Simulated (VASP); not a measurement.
# BaTiO3 (Amm2) in VASP: single point with PBEsol

Aim: the single point of BaTiO3 with PBEsol.

Everything below comes from runs of VASP 6.6.1. Logs are shortened: lines on timing, memory, paths and dates and some standing lists are left out, and cuts for length are marked.

## Step 1: The cell of the first run

The structure is orthorhombic, space group Amm2 (No. 38). The conventional cell has a = 3.989 Å, b = 5.683 Å, c = 5.703 Å, α = 90.00°, β = 90.00°, γ = 90.00°. Ba (site symmetry mm2) has 12 O at 2.79 to 2.91 Å and 8 Ti at 3.41 to 3.55 Å within 3.7 Å. Within 2.6 Å of Ti (site symmetry mm2) lie 6 O at 1.92 to 2.10 Å. O (site symmetry mm2) has 2 Ti at 2.00 Å within 2.6 Å. O (site symmetry m) has 2 Ti at 1.92 to 2.10 Å within 2.6 Å.

## Step 2: Single point, PBEsol

Input file POSCAR:

```
BaTiO3
1.0
   -3.9892311300      0.0000000000      0.0000000000
    0.0000000000     -2.8416482100      2.8513692400
    0.0000000000      2.8416482100      2.8513692400
Ba Ti O
1 1 3
Direct
    0.0000000000      0.0000000000      0.0000000000
    0.5000000000      0.5143000000      0.5143000000
    0.0000000000      0.4890000000      0.4890000000
    0.5000000000      0.9922300000      0.5044300000
    0.5000000000      0.5044300000      0.9922300000
```

Input file INCAR.step1:

```
SYSTEM = BaTiO3
  PREC = Accurate
  ENCUT = 520
  EDIFF = 1E-7
  ISMEAR = -1
  SIGMA = 0.114
  LREAL = .False.
  LASPH = .True.
  NELM = 100
  ALGO = Normal
  ISIF = 2
  LWAVE = .False.
  LCHARG = .True.
  LMAXMIX = 4
  GGA = PS
  NBANDS = 28
```

Input file KPOINTS.step1:

```
Automatic mesh
0
Gamma
  7 6 6
  0 0 0
```

Input file INCAR.step2:

```
SYSTEM = BaTiO3
  PREC = Accurate
  ENCUT = 520
  EDIFF = 1E-7
  ISMEAR = -5
  SIGMA = 0.114
  LREAL = .False.
  LASPH = .True.
  NELM = 100
  ALGO = Normal
  ISIF = 2
  LWAVE = .False.
  LCHARG = .False.
  LMAXMIX = 4
  GGA = PS
  LORBIT = 11
  NBANDS = 28
  NEDOS = 1001
  ICHARG = 11
```

Input file KPOINTS.step2:

```
Automatic mesh
0
Gamma
  11 9 9
  0 0 0
```

Potentials or basis: VASP PAW PBE potentials, release 64 (Ba_sv, Ti_sv, O).

Started as:

```console
cat potpaw_PBE.64/Ba_sv/POTCAR potpaw_PBE.64/Ti_sv/POTCAR potpaw_PBE.64/O/POTCAR > POTCAR
cp INCAR.step1 INCAR
cp KPOINTS.step1 KPOINTS
mpirun -np 1 vasp_std > vasp.out
cp INCAR.step2 INCAR
cp KPOINTS.step2 KPOINTS
mpirun -np 1 vasp_std > vasp.out
```

OUTCAR:

```text
SYSTEM = BaTiO3
   PREC = Accurate
   ENCUT = 520
   EDIFF = 1E-7
   ISMEAR = -5
   LREAL = .False.
   LASPH = .True.
   NELM = 100
   ISIF = 2
   GGA = PS
   LORBIT = 11
   ICHARG = 11

 ion  position               nearest neighbor table
   1  0.000  0.000  0.000-   3 2.79   4 2.82   5 2.82   4 2.82   5 2.82   3 2.84   3 2.84   5 2.85
                             4 2.85   4 2.85   5 2.85   3 2.91   2 3.41   2 3.41   2 3.47   2 3.47
   2  0.500  0.514  0.514-   4 1.92   5 1.92   3 2.00   3 2.00   4 2.10   5 2.10   1 3.41   1 3.41
                             1 3.47   1 3.47   1 3.47   1 3.47   1 3.55   1 3.55
   3  0.000  0.489  0.489-   2 2.00   2 2.00   1 2.79   1 2.84   1 2.84   1 2.91
   4  0.500  0.992  0.504-   2 1.92   2 2.10   1 2.82   1 2.82   1 2.85   1 2.85
   5  0.500  0.504  0.992-   2 1.92   2 2.10   1 2.82   1 2.82   1 2.85   1 2.85

  LATTYP: Found a base centered orthorhombic cell.
 ALAT       =     5.6832964200
 B/A-ratio  =     1.0034209125
 C/A-ratio  =     0.7019220599

  Lattice vectors:

 A1 = (   0.0000000000,  -2.8416482100,  -2.8513692400)
 A2 = (   0.0000000000,  -2.8416482100,   2.8513692400)
 A3 = (  -3.9892311300,   0.0000000000,   0.0000000000)

Analysis of symmetry for initial positions (statically):
=====================================================================
 Subroutine PRICEL returns:
 Original cell was already a primitive cell.

 Routine SETGRP: Setting up the symmetry group for a
 base centered orthorhombic supercell.

 Subroutine GETGRP returns: Found  4 space group operations
 (whereof  4 operations were pure point group operations)
 out of a pool of  8 trial point group operations.

The static configuration has the point symmetry C_2v.

Analysis of symmetry for dynamics (positions and initial velocities):
=====================================================================
 Subroutine PRICEL returns:
 Original cell was already a primitive cell.

 Routine SETGRP: Setting up the symmetry group for a
 base centered orthorhombic supercell.

 Subroutine GETGRP returns: Found  4 space group operations
 (whereof  4 operations were pure point group operations)
 out of a pool of  8 trial point group operations.

The dynamic configuration has the point symmetry C_2v.

 Subroutine INISYM returns: Found  4 space group operations
 (whereof  4 operations are pure point group operations),
 and found     1 'primitive' translations

----------------------------------------------------------------------------------------

                                     Primitive cell

  volume of cell :      64.6462

  direct lattice vectors                    reciprocal lattice vectors
    -3.989231130  0.000000000  0.000000000    -0.250674871  0.000000000  0.000000000
     0.000000000 -2.841648210  2.851369240     0.000000000 -0.175954222  0.175354350
     0.000000000  2.841648210  2.851369240     0.000000000  0.175954222  0.175354350

  length of vectors
     3.989231130  4.025577113  4.025577113     0.250674871  0.248413036  0.248413036

  position of ions in fractional coordinates (direct lattice)
     0.000000000  0.000000000  0.000000000
     0.500000000  0.514300000  0.514300000
     0.000000000  0.489000000  0.489000000
     0.500000000  0.992230000  0.504430000
     0.500000000  0.504430000  0.992230000

  ion indices of the primitive-cell ions
   primitive index   ion index
                 1           1
                 2           2
                 3           3
                 4           4
                 5           5

----------------------------------------------------------------------------------------

 KPOINTS: Automatic mesh

Automatic generation of k-mesh.
 Grid dimensions read from file:
 generate k-points for:   11    9    9

 Generating k-lattice:

  Cartesian coordinates                     Fractional coordinates (reciprocal lattice)
    -0.022788625  0.000000000  0.000000000     0.090909091  0.000000000  0.000000000
     0.000000000 -0.019550469  0.019483817     0.000000000  0.111111111  0.000000000
     0.000000000  0.019550469  0.019483817     0.000000000  0.000000000  0.111111111

  Length of vectors
     0.022788625  0.027601448  0.027601448

  Shift w.r.t. Gamma in fractional coordinates (k-lattice)
     0.000000000  0.000000000  0.000000000

 TETIRR: Found   1340 inequivalent tetrahedra from     5346

 Subroutine IBZKPT returns following result:
 ===========================================

 Found    150 irreducible k-points:

 Following reciprocal coordinates:
            Coordinates               Weight
  0.000000  0.000000  0.000000      1.000000
  0.090909  0.000000  0.000000      2.000000
  0.181818  0.000000  0.000000      2.000000
  0.272727  0.000000  0.000000      2.000000
  0.363636  0.000000  0.000000      2.000000
  0.454545  0.000000  0.000000      2.000000
[... 16 lines left out ...]
  0.363636  0.333333  0.000000      8.000000
  0.454545  0.333333  0.000000      8.000000
 [... further k-points ...]
   k-points           NKPTS =    150   k-points in BZ     NKDIM =    150   number of bands    NBANDS=     28
   number of dos      NEDOS =   1001   number of ions     NIONS =      5
   total plane-waves  NPLWV =  27000
   dimension x,y,z NGX =    30 NGY =   30 NGZ =   30
   dimension x,y,z NGXF=    60 NGYF=   60 NGZF=   60
   ions per type =               1   1   3
   NGX,Y,Z   is equivalent  to a cutoff of  12.50, 12.39, 12.39 a.u.
   NGXF,Y,Z  is equivalent  to a cutoff of  25.00, 24.78, 24.78 a.u.
 SYSTEM =  BaTiO3
   PREC   = accura    normal or accurate (medium, high low for compatibility)
   ISTART =      0    job   : 0-new  1-cont  2-samecut
   ICHARG =     11    charge: 1-file 2-atom 10-const
   ISPIN  =      1    spin polarized calculation?
   LNONCOLLINEAR =      F non collinear calculations
   LSORBIT =      F    spin-orbit coupling
   LASPH  =      T    aspherical Exc in radial PAW
   ENCUT  =  520.0 eV  38.22 Ry    6.18 a.u.   7.42  7.48  7.48*2*pi/ulx,y,z
   NELM   =    100;   NELMIN=  2; NELMDL=  0     # of ELM steps
   EDIFF  = 0.1E-06   stopping-criterion for ELM
   LREAL  =      F    real-space projection
   EDIFFG = 0.1E-05   stopping-criterion for IOM
   NSW    =      0    number of steps for IOM
   IBRION =     -1    ionic relax: 0-MD 1-quasi-New 2-CG
   NFREE  =      0    steps in history (QN), initial steepest desc. (CG)
   ISIF   =      2    stress and relaxation
   ISYM   =      2    0-nonsym 1-usesym 2-fastsym
   POTIM  = 0.5000    time-step for ionic-motion
   TEBEG  =    0.0;   TEEND  =   0.0 temperature during run
   PSTRESS=    0.0 pullay stress
   NELECT =      40.0000    total number of electrons
   NUPDOWN=      -1.0000    fix difference up-down
   EMIN   =  10.00;   EMAX   =-10.00  energy-range for DOS
   EFERMI =   0.00;   METHOD = LEGACY
   ISMEAR =    -5;   SIGMA  =   0.11  broadening in eV -4-tet -1-fermi 0-gaus
   EFERMI_NEDOS =   21; number of points for ismear=-14 and -15
   IALGO  =     38    algorithm
   IMIX   =      4    mixing-type and parameters
     AMIX     =   0.40;   BMIX     =  1.00
     AMIX_MAG =   1.60;   BMIX_MAG =  1.00
  volume/ion in A,a.u.               =      12.93        87.25
  Fermi-wavevector in a.u.,A,eV,Ry     =   1.395020  2.636206 26.478045  1.946081
  Thomas-Fermi vector in A             =   2.518513
   LORBIT       =     11    0 simple, 1 ext, 2 COOP (PROOUT), +10 PAW based schemes
   GGA     = PS    functional components
   LHFCALC =     F    Hartree Fock is set to
   AEXX    =    0.0000 exact exchange contribution
   IVDW    =     0    specifies the selected vdW correction
   LEPSILON=     F    determine dielectric tensor
   LRPA    =     F    only Hartree local field effects (RPA)
 non-spin polarized calculation
 Fermi weights with tetrahedron method with Bloechl corrections
  energy-cutoff  :      520.00
  volume of cell :       64.65
 maximum number of plane-waves:      1769
 NGX is ok and might be reduce to    30

 number of electron      39.9999996 magnetization

 Free energy of the ion-electron system (eV)
  ---------------------------------------------------
  ext. energy  EPLUGINS =         0.00000000
  ---------------------------------------------------
  free energy    TOTEN  =       -41.97679634 eV

  energy without entropy =      -41.97679634  energy(sigma->0) =      -41.97679634

 E-fermi :   3.6189     XC(G=0): -11.4693

 val. band max:        3.5868942823   @ k =   0.4545   0.4444   0.4444
 cond. band min:       5.4415613499   @ k =   0.0000   0.0000   0.0000
 fundamental gap:      1.8546670676
 Fermi energy:         3.6189352137

 k-point     1 :       0.0000    0.0000    0.0000
  band No.  band energies     occupation
      1     -52.6853      2.00000
      2     -29.0244      2.00000
      3     -29.0229      2.00000
      4     -29.0059      2.00000
      5     -21.1627      2.00000
      6     -13.1676      2.00000
[... 20 lines left out ...]
     27       8.5765      0.00000
     28      10.7010      0.00000

 k-point     2 :       0.0909    0.0000    0.0000
  band No.  band energies     occupation
      1     -52.6853      2.00000
      2     -29.0243      2.00000
      3     -29.0227      2.00000
      4     -29.0103      2.00000
      5     -21.1532      2.00000
      6     -13.1695      2.00000
[... 20 lines left out ...]
     27       8.7410      0.00000
     28      10.9070      0.00000

 k-point     3 :       0.1818    0.0000    0.0000
  band No.  band energies     occupation
      1     -52.6850      2.00000
      2     -29.0238      2.00000
      3     -29.0229      2.00000
      4     -29.0214      2.00000
      5     -21.1276      2.00000
      6     -13.1921      2.00000
[... 616 lines left out ...]
      3     -29.0492      2.00000
      4     -29.0204      2.00000
      5     -21.0018      2.00000
      6     -13.0171      2.00000
[... 20 lines left out ...]
     27      11.9374      0.00000
     28      12.3933      0.00000

 k-point    24 :       0.4545    0.3333    0.0000
  band No.  band energies     occupation
      1     -52.6835      2.00000
      2     -29.0583      2.00000
      3     -29.0574      2.00000
      4     -29.0201      2.00000
      5     -20.9876      2.00000
      6     -12.9863      2.00000
[... 20 lines left out ...]
     27      11.7667      0.00000
     28      12.9043      0.00000

 [... further k-points ...]

------------------------ aborting loop because EDIFF is reached ----------------------------------------

  FORCE on cell =-STRESS in cart. coord.  units (eV):
  Direction    XX          YY          ZZ          XY          YZ          ZX
  --------------------------------------------------------------------------------------
  -------------------------------------------------------------------------------------
  Total       -1.0628841     -1.0429817     -1.2985663      0.0000000      0.0000000      0.0000000
  in kB      -26.3422897    -25.8490327    -32.1833876      0.0000000      0.0000000      0.0000000
  external PRESSURE =     -28.1249033 kB  Pullay stress =       0.0000000 kB

 VOLUME and BASIS-vectors are now :
 -----------------------------------------------------------------------------
  energy-cutoff  :      520.00
  volume of cell :       64.65
      direct lattice vectors                 reciprocal lattice vectors
    -3.989231130  0.000000000  0.000000000    -0.250674871  0.000000000  0.000000000
     0.000000000 -2.841648210  2.851369240     0.000000000 -0.175954222  0.175354350
     0.000000000  2.841648210  2.851369240     0.000000000  0.175954222  0.175354350

 POSITION                                       TOTAL-FORCE (eV/Angst)
 -----------------------------------------------------------------------------------
      0.00000      0.00000      0.00000         0.000000      0.000000      0.196214
     -1.99462      0.00000      2.93292         0.000000      0.000000      0.175552
      0.00000      0.00000      2.78864         0.000000      0.000000      0.194704
     -1.99462     -1.38616      4.26753         0.000000      0.062720     -0.283235
     -1.99462      1.38616      4.26753         0.000000     -0.062720     -0.283235
 -----------------------------------------------------------------------------------
    total drift:                               -0.000000     -0.000001      0.000626

  FREE ENERGIE OF THE ION-ELECTRON SYSTEM (eV)
  ---------------------------------------------------
  free  energy   TOTEN  =       -41.9767963394 eV

  energy  without entropy=      -41.9767963394  energy(sigma->0) =      -41.97679634

 total charge

# of ion       s       p       d       tot
------------------------------------------
    1        2.003   5.632   0.332   7.967
    2        2.214   6.271   1.728  10.213
    3        1.558   3.445   0.000   5.003
    4        1.560   3.443   0.000   5.003
    5        1.560   3.443   0.000   5.003
--------------------------------------------------
tot          8.894  22.234   2.060  33.189
```

Wall time 3.6 min (1 thread of Intel Xeon Platinum 8375C at 2.90GHz (Ice Lake), shared host); peak memory 0.36 GiB.

What came out:

```yaml
Valence_electrons_inside_the_program's_atomic_spheres: Ba 7.97; Ti 10.21; O 5.00
```

Caveat: the PAW data sets were made with another functional, which shifts forces and pressure a little; spin-orbit coupling is left out, which moves the levels of the heavy elements.
